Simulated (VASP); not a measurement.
# Cr (Cmmm) in VASP: single point with PBE

Aim: the single point of Cr with PBE.

Everything below comes from runs of VASP 6.6.1. Logs are shortened: lines on timing, memory, paths and dates and some standing lists are left out, and cuts for length are marked.

### 1 The cell of the first run

Symmetry: Cmmm, No. 65, orthorhombic system. The conventional cell has a = 2.406 Å, b = 4.563 Å, c = 2.242 Å, α = 90.00°, β = 90.00°, γ = 90.00°. Cr (site symmetry mmm) has 8 Cr at 2.24 to 2.58 Å within 3.0 Å.

### 2 Single point, PBE

File INCAR:

```
PREC = Accurate
ENCUT = 700
EDIFF = 1E-6
ISMEAR = 0
SIGMA = 0.1
LREAL = F
LASPH = T
NELM = 120
ALGO = Normal
ISIF = 2
LWAVE = F
LCHARG = T
GGA = PE
LELF = T
LVHAR = T
NBANDS = 13
GGA_COMPAT = F
```

File KPOINTS:

```
Automatic mesh
0
Gamma
  20 20 18
```

File POSCAR:

```
Cr
1.0
    1.2028230342     -2.2813414293      0.0000000000
    1.2028230342      2.2813414293      0.0000000000
    0.0000000000      0.0000000000      2.2421601491
Cr
1
Direct
    0.0000000000      0.0000000000      0.0000000000
```

Potentials or basis: VASP PAW PBE potentials, release 64 (Cr_sv).

On the command line:

```console
> cat potpaw_PBE.64/Cr_sv/POTCAR > POTCAR
> mpirun -np 1 vasp_std > vasp.out
```

OUTCAR:

```text
PREC = Accurate
   ENCUT = 700
   EDIFF = 1E-6
   ISMEAR = 0
   LREAL = F
   LASPH = T
   NELM = 120
   ISIF = 2
   GGA = PE

 ion  position               nearest neighbor table
   1  0.000  0.000  0.000-

  LATTYP: Found a base centered orthorhombic cell.
 ALAT       =     2.4056460684
 B/A-ratio  =     1.8966559206
 C/A-ratio  =     0.9320407430

  Lattice vectors:

 A1 = (   1.2028230342,  -2.2813414293,   0.0000000000)
 A2 = (   1.2028230342,   2.2813414293,   0.0000000000)
 A3 = (   0.0000000000,   0.0000000000,   2.2421601491)

Analysis of symmetry for initial positions (statically):
=====================================================================
 Subroutine PRICEL returns:
 Original cell was already a primitive cell.

 Routine SETGRP: Setting up the symmetry group for a
 base centered orthorhombic supercell.

 Subroutine GETGRP returns: Found  8 space group operations
 (whereof  8 operations were pure point group operations)
 out of a pool of  8 trial point group operations.

The static configuration has the point symmetry D_2h.

Analysis of symmetry for dynamics (positions and initial velocities):
=====================================================================
 Subroutine PRICEL returns:
 Original cell was already a primitive cell.

 Routine SETGRP: Setting up the symmetry group for a
 base centered orthorhombic supercell.

 Subroutine GETGRP returns: Found  8 space group operations
 (whereof  8 operations were pure point group operations)
 out of a pool of  8 trial point group operations.

The dynamic configuration has the point symmetry D_2h.

 Subroutine INISYM returns: Found  8 space group operations
 (whereof  8 operations are pure point group operations),
 and found     1 'primitive' translations

----------------------------------------------------------------------------------------

                                     Primitive cell

  volume of cell :      12.3052

  direct lattice vectors                    reciprocal lattice vectors
     1.202823034 -2.281341429  0.000000000     0.415688747 -0.219169298  0.000000000
     1.202823034  2.281341429  0.000000000     0.415688747  0.219169298  0.000000000
     0.000000000  0.000000000  2.242160149     0.000000000  0.000000000  0.445998472

  length of vectors
     2.579011820  2.579011820  2.242160149     0.469927990  0.469927990  0.445998472
[... 84 lines left out ...]
   NFREE  =      0    steps in history (QN), initial steepest desc. (CG)
   ISIF   =      2    stress and relaxation
   ISYM   =      2    0-nonsym 1-usesym 2-fastsym
   POTIM  = 0.5000    time-step for ionic-motion
   TEBEG  =    0.0;   TEEND  =   0.0 temperature during run
   PSTRESS=    0.0 pullay stress
   NELECT =      14.0000    total number of electrons
   NUPDOWN=      -1.0000    fix difference up-down
   EMIN   =  10.00;   EMAX   =-10.00  energy-range for DOS
   EFERMI =   0.00;   METHOD = LEGACY
   ISMEAR =     0;   SIGMA  =   0.10  broadening in eV -4-tet -1-fermi 0-gaus
   EFERMI_NEDOS =   21; number of points for ismear=-14 and -15
   IALGO  =     38    algorithm
   IMIX   =      4    mixing-type and parameters
     AMIX     =   0.40;   BMIX     =  1.00
     AMIX_MAG =   1.60;   BMIX_MAG =  1.00
  volume/ion in A,a.u.               =      12.31        83.04
  Fermi-wavevector in a.u.,A,eV,Ry     =   1.709049  3.229635 39.740577  2.920850
  Thomas-Fermi vector in A             =   2.787605
   LORBIT       =      0    0 simple, 1 ext, 2 COOP (PROOUT), +10 PAW based schemes
   GGA     = PE    functional components
   LHFCALC =     F    Hartree Fock is set to
   AEXX    =    0.0000 exact exchange contribution
   IVDW    =     0    specifies the selected vdW correction
   LEPSILON=     F    determine dielectric tensor
   LRPA    =     F    only Hartree local field effects (RPA)
 non-spin polarized calculation
 Gauss-broadening in eV      SIGMA  =   0.10
  energy-cutoff  :      700.00
  volume of cell :       12.31
 maximum number of plane-waves:       528
   NGX = 11   NGY = 11   NGZ =  9

 number of electron      13.9999990 magnetization

 Free energy of the ion-electron system (eV)
  ---------------------------------------------------
  ext. energy  EPLUGINS =         0.00000000
  ---------------------------------------------------
  free energy    TOTEN  =        -8.86275095 eV

  energy without entropy =       -8.85747023  energy(sigma->0) =       -8.86011059

 E-fermi :  12.9931     XC(G=0): -13.2769

 val. band max:       12.9917417106   @ k =   0.3500   0.3500   0.4444
 cond. band min:      12.9949008414   @ k =  -0.3500   0.3000   0.4444
 fundamental gap:      0.0031591307
 Fermi energy:        12.9930524612

 k-point     1 :       0.0000    0.0000    0.0000
  band No.  band energies     occupation
      1     -58.7563      2.00000
      2     -29.6457      2.00000
      3     -29.5078      2.00000
      4     -29.3083      2.00000
      5       5.4173      2.00000
      6       9.6776      2.00000
      7      11.6800      2.00000
      8      13.0557      0.37569
      9      15.5595      0.00000
     10      15.7664      0.00000
     11      31.4332      0.00000
     12      34.6132      0.00000
     13      37.3485      0.00000
[... 354 lines left out ...]
  band No.  band energies     occupation
      1     -58.6321      2.00000
      2     -30.1690      2.00000
      3     -29.7789      2.00000
      4     -29.2425      2.00000
      5       8.4473      2.00000
      6      10.2448      2.00000
      7      11.7504      2.00000
      8      14.4590      0.00000
      9      14.5323      0.00000
     10      15.3243      0.00000
     11      25.4154      0.00000
     12      28.8340      0.00000
     13      35.8812      0.00000

 [... further k-points ...]

------------------------ aborting loop because EDIFF is reached ----------------------------------------

  FORCE on cell =-STRESS in cart. coord.  units (eV):
  Direction    XX          YY          ZZ          XY          YZ          ZX
  --------------------------------------------------------------------------------------
  -------------------------------------------------------------------------------------
  Total       -0.0695702     -0.0598226     -0.0501376      0.0000000      0.0000000      0.0000000
  in kB       -9.0582679     -7.7891050     -6.5280857      0.0000000      0.0000000      0.0000000
  external PRESSURE =      -7.7918195 kB  Pullay stress =       0.0000000 kB

 VOLUME and BASIS-vectors are now :
 -----------------------------------------------------------------------------
  energy-cutoff  :      700.00
  volume of cell :       12.31
      direct lattice vectors                 reciprocal lattice vectors
     1.202823034 -2.281341429  0.000000000     0.415688747 -0.219169298  0.000000000
     1.202823034  2.281341429  0.000000000     0.415688747  0.219169298  0.000000000
     0.000000000  0.000000000  2.242160149     0.000000000  0.000000000  0.445998472

 POSITION                                       TOTAL-FORCE (eV/Angst)
 -----------------------------------------------------------------------------------
      0.00000      0.00000      0.00000         0.000000      0.000000      0.000000
 -----------------------------------------------------------------------------------
    total drift:                                0.000000     -0.000000      0.000000

  FREE ENERGIE OF THE ION-ELECTRON SYSTEM (eV)
  ---------------------------------------------------
  free  energy   TOTEN  =        -8.8627509524 eV

  energy  without entropy=       -8.8574702291  energy(sigma->0) =       -8.86011059
```

Wall time 84 s (1 thread of Intel Xeon Platinum 8559C (Emerald Rapids), shared host); peak memory 0.35 GiB.

What came out:

* Free energy: -8.8628 eV
* Pressure: -0.8 GPa
* Band gap on the k mesh: zero (bands 7 and 8 overlap by 1.04 eV)

Levels at points of the mesh, in eV from the Fermi level:
```csv
k point,band 3,band 4,band 5,band 6,band 7,band 8,band 9,band 10,band 11,band 12
"(0.00, 0.00, 0.00)",-42.50,-42.30,-7.58,-3.32,-1.31,0.06,2.57,2.77,18.44,21.62
"(0.50, 0.00, 0.00)",-42.80,-42.21,-4.10,-2.52,0.40,1.09,2.28,2.50,8.62,14.91
"(0.50, 0.50, 0.00)",-42.62,-42.24,-4.11,-2.79,-0.64,1.22,2.42,2.57,7.32,18.00
"(0.00, 0.00, 0.50)",-42.49,-42.36,-2.94,-0.52,-0.33,0.03,0.47,0.68,8.39,24.10
"(0.50, 0.00, 0.50)",-43.22,-42.65,-4.47,-2.23,-0.76,2.71,3.95,8.06,8.11,14.62
"(0.50, 0.50, 0.50)",-43.10,-42.47,-4.48,-2.33,-0.08,2.67,3.64,6.90,6.99,13.72
```

Caveat: the run has no spin polarisation, though such a crystal can be magnetic.
